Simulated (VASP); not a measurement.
SiC:

```
Si C
1.0
     0.00000    2.18972    2.18972
     2.18972    0.00000    2.18972
     2.18972    2.18972    0.00000
Si C
1 1
Direct
  0.00000 0.00000 0.00000
  0.75000 0.75000 0.75000
```

Base run:

```yaml
Program: VASP 6.6.1
Functional: r2SCAN
Potentials_or_basis: VASP PAW PBE potentials, release 64 (Si, C)
Cutoff: 520 eV
k_mesh: 10 × 10 × 10
Occupations: gaussian, width 0.02 eV
Spin: no spin polarisation
```

Its results: band gap on the k mesh 1.73 eV, indirect (least direct gap 5.04 eV); pressure -3.7 GPa.

Q: The run is repeated on the same cell with these changes: functional from r2SCAN to PBE; cutoff from 520 eV to 600 eV; occupations from gaussian, width 0.02 eV to methfessel-paxton, width 0.02 eV. What comes out?

A: Band gap on the k mesh 1.37 eV, indirect (least direct gap 4.53 eV); pressure -0.1 GPa.

Caveats: the PAW data sets were made with another functional, which shifts forces and pressure a little (some runs).

A k mesh can miss the band edges.
